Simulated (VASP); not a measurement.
# GaN (P6_3mc) in VASP: single point with PBEsol

Aim: the single point of GaN with PBEsol.

Program: VASP 6.6.1. These are calculated values, not measurements. Logs are shortened: lines on timing, memory, paths and dates and some standing lists are left out, and cuts for length are marked.

### Step 1. The cell of the first run

The structure is hexagonal, space group P6_3mc (No. 186). The conventional cell has a = 3.183 Å, b = 3.183 Å, c = 5.185 Å, α = 90.00°, β = 90.00°, γ = 120.00°. Ga (site symmetry 3m) has 4 N at 1.95 Å within 2.6 Å. Within 2.6 Å of Ga (site symmetry 3m) lie 4 N at 1.95 Å. N (site symmetry 3m) has 4 Ga at 1.95 Å within 2.6 Å. Within 2.6 Å of N (site symmetry 3m) lie 4 Ga at 1.95 Å.

### Step 2. Single point, PBEsol

The input, INCAR:

```
SYSTEM = GaN
PREC     = Accurate       ! precision mode
ENCUT    = 520            ! plane-wave cutoff, eV
EDIFF    = 1E-6           ! SCF threshold, eV
ISMEAR   = 0              ! smearing method
SIGMA    = 0.02           ! smearing width, eV
LREAL    = Auto         
LASPH    = .TRUE.         ! aspherical terms in the spheres
NELM     = 60             ! most SCF steps
ALGO     = Normal         ! electronic algorithm
ISIF     = 2              ! what is computed and relaxed
LWAVE    = .FALSE.        ! write WAVECAR
LCHARG   = .TRUE.         ! write CHGCAR
GGA      = PS             ! functional
LELF     = .TRUE.         ! ELF
LVHAR    = .TRUE.       
NBANDS   = 186            ! bands
```

The input, KPOINTS:

```
Automatic mesh
0
Gamma
  2 2 2
  0.5 0.5 0.5
```

The input, POSCAR:

```
GaN
1.0
   -4.7742026332      2.7563871754      5.1851995025
    0.0000000000     -5.5127743508      5.1851995025
    4.7742026331      2.7563871755      5.1851995025
Ga N
18 18
Direct
    0.3886138100      0.7219471433      0.3886138100
    0.7219471433      0.3886138100      0.3886138100
    0.0552804766      0.7219471433      0.7219471433
    0.0552804766      0.0552804766      0.3886138100
    0.3886138100      0.3886138100      0.7219471433
    0.7219471433      0.7219471433      0.0552804766
    0.7219471433      0.0552804766      0.7219471433
    0.0552804766      0.3886138100      0.0552804766
    0.3886138100      0.0552804766      0.0552804766
    0.7775026989      0.7775026989      0.4441693655
    0.1108360322      0.4441693655      0.4441693655
    0.4441693655      0.7775026989      0.7775026989
    0.4441693655      0.1108360322      0.4441693655
    0.7775026989      0.4441693655      0.7775026989
    0.1108360322      0.7775026989      0.1108360322
    0.1108360322      0.1108360322      0.7775026989
    0.4441693655      0.4441693655      0.1108360322
    0.7775026989      0.1108360322      0.1108360322
    0.5141639678      0.8474973011      0.5141639678
    0.8474973011      0.5141639678      0.5141639678
    0.1808306345      0.8474973011      0.8474973011
    0.1808306345      0.1808306345      0.5141639678
    0.5141639678      0.5141639678      0.8474973011
    0.8474973011      0.8474973011      0.1808306345
    0.8474973011      0.1808306345      0.8474973011
    0.1808306345      0.5141639678      0.1808306345
    0.5141639678      0.1808306345      0.1808306345
    0.5697195234      0.5697195234      0.2363861900
    0.9030528567      0.2363861900      0.2363861900
    0.2363861900      0.5697195234      0.5697195234
    0.2363861900      0.9030528567      0.2363861900
    0.5697195234      0.2363861900      0.5697195234
    0.9030528567      0.5697195234      0.9030528567
    0.9030528567      0.9030528567      0.5697195234
    0.2363861900      0.2363861900      0.9030528567
    0.5697195234      0.9030528567      0.9030528567
```

Potentials or basis: VASP PAW PBE potentials, release 64 (Ga_d, N).

The run is started by

```bash
$ cat potpaw_PBE.64/Ga_d/POTCAR potpaw_PBE.64/N/POTCAR > POTCAR
$ mpirun -np 1 vasp_std > vasp.out
```

OUTCAR:

```text
SYSTEM = GaN
   PREC = Accurate
   ENCUT = 520
   EDIFF = 1E-6
   ISMEAR = 0
   LREAL = Auto
   LASPH = .TRUE.
   NELM = 60
   ISIF = 2
   GGA = PS

 ion  position               nearest neighbor table
   1  0.389  0.722  0.389-  28 1.95  30 1.95  31 1.95  19 1.95
   2  0.722  0.389  0.389-  28 1.95  32 1.95  29 1.95  20 1.95
   3  0.055  0.722  0.722-  30 1.95  34 1.95  33 1.95  21 1.95
   4  0.055  0.055  0.389-  34 1.95  31 1.95  29 1.95  22 1.95
   5  0.389  0.389  0.722-  32 1.95  30 1.95  35 1.95  23 1.95
   6  0.722  0.722  0.055-  33 1.95  36 1.95  28 1.95  24 1.95
[... 28 lines left out ...]
  35  0.236  0.236  0.903-   8 1.95   9 1.95   5 1.95  16 1.95
  36  0.570  0.903  0.903-   9 1.95   6 1.95   7 1.95  12 1.95

  LATTYP: Found a trigonal (rhomboedric) cell.
 ALAT       =     7.5681553185
 COS(alpha) =     0.2041126190

  Lattice vectors:

 A1 = (  -4.7742026332,   2.7563871754,   5.1851995025)
 A2 = (   0.0000000000,  -5.5127743508,   5.1851995025)
 A3 = (   4.7742026331,   2.7563871755,   5.1851995025)

Analysis of symmetry for initial positions (statically):
=====================================================================
 Subroutine PRICEL returns following result:

  LATTYP: Found a hexagonal cell.
 ALAT       =     3.1828017556
 C/A-ratio  =     1.6291305270

  Lattice vectors:

 A1 = (   3.1828017556,   0.0000000003,   0.0000000005)
 A2 = (  -1.5914008776,   2.7563871751,   0.0000000000)
 A3 = (  -0.0000000005,  -0.0000000002,   5.1851995015)

   9 primitive cells build up your supercell.

 Routine SETGRP: Setting up the symmetry group for a
 trigonal (rhombohedral) supercell.

 Subroutine GETGRP returns: Found  6 space group operations
 (whereof  6 operations were pure point group operations)
 out of a pool of 12 trial point group operations.

The static configuration has the point symmetry C_3v.

Analysis of symmetry for dynamics (positions and initial velocities):
=====================================================================
 Subroutine PRICEL returns following result:

  LATTYP: Found a hexagonal cell.
 ALAT       =     3.1828017556
 C/A-ratio  =     1.6291305270

  Lattice vectors:

 A1 = (   3.1828017556,   0.0000000003,   0.0000000005)
 A2 = (  -1.5914008776,   2.7563871751,   0.0000000000)
 A3 = (  -0.0000000005,  -0.0000000002,   5.1851995015)

   9 primitive cells build up your supercell.

 Routine SETGRP: Setting up the symmetry group for a
 trigonal (rhombohedral) supercell.

[... 97 lines left out ...]
   NUPDOWN=      -1.0000    fix difference up-down
   EMIN   =  10.00;   EMAX   =-10.00  energy-range for DOS
   EFERMI =   0.00;   METHOD = LEGACY
   ISMEAR =     0;   SIGMA  =   0.02  broadening in eV -4-tet -1-fermi 0-gaus
   EFERMI_NEDOS =   21; number of points for ismear=-14 and -15
   IALGO  =     38    algorithm
   IMIX   =      4    mixing-type and parameters
     AMIX     =   0.40;   BMIX     =  1.00
     AMIX_MAG =   1.60;   BMIX_MAG =  1.00
  volume/ion in A,a.u.               =      11.37        76.75
  Fermi-wavevector in a.u.,A,eV,Ry     =   1.514272  2.861559 31.198429  2.293020
  Thomas-Fermi vector in A             =   2.623952
   LORBIT       =      0    0 simple, 1 ext, 2 COOP (PROOUT), +10 PAW based schemes
   GGA     = PS    functional components
   LHFCALC =     F    Hartree Fock is set to
   AEXX    =    0.0000 exact exchange contribution
   IVDW    =     0    specifies the selected vdW correction
   LEPSILON=     F    determine dielectric tensor
   LRPA    =     F    only Hartree local field effects (RPA)
 non-spin polarized calculation
 Gauss-broadening in eV      SIGMA  =   0.02
  energy-cutoff  :      520.00
  volume of cell :      409.41
 maximum number of plane-waves:     11044
   NGX = 29   NGY = 29   NGZ = 29

 number of electron     324.0000030 magnetization

 Free energy of the ion-electron system (eV)
  ---------------------------------------------------
  ext. energy  EPLUGINS =         0.00000000
  ---------------------------------------------------
  free energy    TOTEN  =      -236.41124201 eV

  energy without entropy =     -236.41124201  energy(sigma->0) =     -236.41124201

 E-fermi :   5.1828     XC(G=0): -11.9276

 val. band max:        5.0763571642   @ k =   0.2500   0.2500   0.2500
 cond. band min:       8.3298491945   @ k =   0.2500   0.2500   0.2500
 fundamental gap:      3.2534920303
 Fermi energy:         5.1827934024

 k-point     1 :       0.2500    0.2500    0.2500
  band No.  band energies     occupation
      1     -10.5992      2.00000
      2     -10.0101      2.00000
      3     -10.0101      2.00000
      4     -10.0101      2.00000
      5      -9.8939      2.00000
      6      -9.8166      2.00000
[... 166 lines left out ...]
    173      10.3792      0.00000
    174      10.9030      0.00000

 k-point     2 :      -0.2500    0.2500    0.2500
  band No.  band energies     occupation
      1     -10.4973      2.00000
      2     -10.1381      2.00000
      3     -10.0262      2.00000
      4     -10.0262      2.00000
      5      -9.9305      2.00000
      6      -9.8063      2.00000
[... 166 lines left out ...]
    173      10.8166      0.00000
    174      10.8166      0.00000
 [bands above 174 left out]

------------------------ aborting loop because EDIFF is reached ----------------------------------------

  FORCE on cell =-STRESS in cart. coord.  units (eV):
  Direction    XX          YY          ZZ          XY          YZ          ZX
  --------------------------------------------------------------------------------------
  -------------------------------------------------------------------------------------
  Total       -0.5312644     -0.5312644     -0.4858319     -0.0000000     -0.0000000      0.0000000
  in kB       -2.0790430     -2.0790430     -1.9012483     -0.0000000     -0.0000000      0.0000000
  external PRESSURE =      -2.0197781 kB  Pullay stress =       0.0000000 kB

 VOLUME and BASIS-vectors are now :
 -----------------------------------------------------------------------------
  energy-cutoff  :      520.00
  volume of cell :      409.41
      direct lattice vectors                 reciprocal lattice vectors
    -4.774202633  2.756387175  5.185199502    -0.104729530  0.060465623  0.064285537
     0.000000000 -5.512774351  5.185199502     0.000000000 -0.120931245  0.064285537
     4.774202633  2.756387176  5.185199502     0.104729530  0.060465623  0.064285537

 POSITION                                       TOTAL-FORCE (eV/Angst)
 -----------------------------------------------------------------------------------
     -0.00000     -1.83759      7.77352        -0.000000      0.000000      0.000738
     -1.59140      0.91880      7.77352        -0.000000      0.000000      0.000738
      3.18280     -1.83759      7.77352        -0.000000      0.000000      0.000738
      1.59140      0.91880      2.58832        -0.000000      0.000000      0.000738
      1.59140      0.91880      7.77352        -0.000000      0.000000      0.000738
     -3.18280     -1.83759      7.77352        -0.000000      0.000000      0.000738
[... 28 lines left out ...]
      3.18280      1.83759      7.13393         0.000000     -0.000000     -0.002476
      1.59140     -0.91880     12.31913         0.000000     -0.000000     -0.002476
 -----------------------------------------------------------------------------------
    total drift:                                0.000000      0.000000      0.005637

  FREE ENERGIE OF THE ION-ELECTRON SYSTEM (eV)
  ---------------------------------------------------
  free  energy   TOTEN  =      -236.4112420051 eV

  energy  without entropy=     -236.4112420051  energy(sigma->0) =     -236.41124201
```

OSZICAR:

```text
N       E                     dE             d eps       ncg     rms          rms(c)
DAV:   1     0.584058981403E+04    0.58406E+04   -0.12062E+05   768   0.326E+03
DAV:   2     0.132530933564E+04   -0.45153E+04   -0.43028E+04   744   0.963E+02
DAV:   3    -0.560578072203E+02   -0.13814E+04   -0.13105E+04   888   0.329E+02
DAV:   4    -0.246117670497E+03   -0.19006E+03   -0.18563E+03   840   0.125E+02
DAV:   5    -0.268981401286E+03   -0.22864E+02   -0.22727E+02  1232   0.428E+01    0.307E+01
DAV:   6    -0.235135645140E+03    0.33846E+02   -0.13695E+02  1272   0.606E+01    0.890E+00
DAV:   7    -0.236759745528E+03   -0.16241E+01   -0.24390E+01   856   0.131E+01    0.784E+00
DAV:   8    -0.236553449592E+03    0.20630E+00   -0.36646E+00  1056   0.125E+01    0.228E+00
DAV:   9    -0.236400192867E+03    0.15326E+00   -0.86812E-01  1112   0.675E+00    0.792E-01
DAV:  10    -0.236409722394E+03   -0.95295E-02   -0.15661E-01  1136   0.163E+00    0.219E-01
DAV:  11    -0.236410840352E+03   -0.11180E-02   -0.12279E-02  1064   0.997E-01    0.112E-01
DAV:  12    -0.236411222848E+03   -0.38250E-03   -0.29153E-03   848   0.449E-01    0.113E-01
DAV:  13    -0.236411242072E+03   -0.19224E-04   -0.11089E-03   832   0.249E-01    0.560E-02
DAV:  14    -0.236411236222E+03    0.58497E-05   -0.29188E-04  1088   0.153E-01    0.200E-02
DAV:  15    -0.236411238671E+03   -0.24490E-05   -0.76973E-05  1200   0.622E-02    0.937E-03
DAV:  16    -0.236411241986E+03   -0.33156E-05   -0.21562E-05   920   0.165E-02    0.343E-03
DAV:  17    -0.236411242005E+03   -0.18648E-07   -0.67803E-07   480   0.380E-03
   1 F= -.23641124E+03 E0= -.23641124E+03  d E =-.282797E-14
```

It took 6.6 min on 1 thread of Intel Xeon Platinum 8259CL at 2.50GHz (Skylake/Cascade Lake), shared host; peak memory 0.46 GiB.

What came out:

* Free energy: -236.4112 eV
* Pressure: -0.2 GPa
* Band gap on the k mesh: 3.25 eV

Forces on the atoms (eV/Å):
```
Ga   0.000  0.000  0.001
Ga   0.000  0.000  0.001
Ga   0.000  0.000  0.001
Ga   0.000  0.000  0.001
Ga   0.000  0.000  0.001
Ga   0.000  0.000  0.001
Ga   0.000  0.000  0.001
Ga   0.000  0.000  0.001
Ga   0.000  0.000  0.001
Ga   0.000  0.000  0.001
Ga   0.000  0.000  0.001
Ga   0.000  0.000  0.001
Ga   0.000  0.000  0.001
Ga   0.000  0.000  0.001
Ga   0.000  0.000  0.001
Ga   0.000  0.000  0.001
Ga   0.000  0.000  0.001
Ga   0.000  0.000  0.001
N    0.000  0.000  0.000
N    0.000  0.000  0.000
N    0.000  0.000  0.000
N    0.000  0.000  0.000
N    0.000  0.000  0.000
N    0.000  0.000  0.000
N    0.000  0.000  0.000
N    0.000  0.000  0.000
N    0.000  0.000  0.000
N    0.000  0.000 -0.002
N    0.000  0.000 -0.002
N    0.000  0.000 -0.002
N    0.000  0.000 -0.002
N    0.000  0.000 -0.002
N    0.000  0.000 -0.002
N    0.000  0.000 -0.002
N    0.000  0.000 -0.002
N    0.000  0.000 -0.002
```

Caveat: the PAW data sets were made with another functional, which shifts forces and pressure a little; a shifted mesh leaves out Γ, where band edges can lie. A k mesh can miss the band edges.
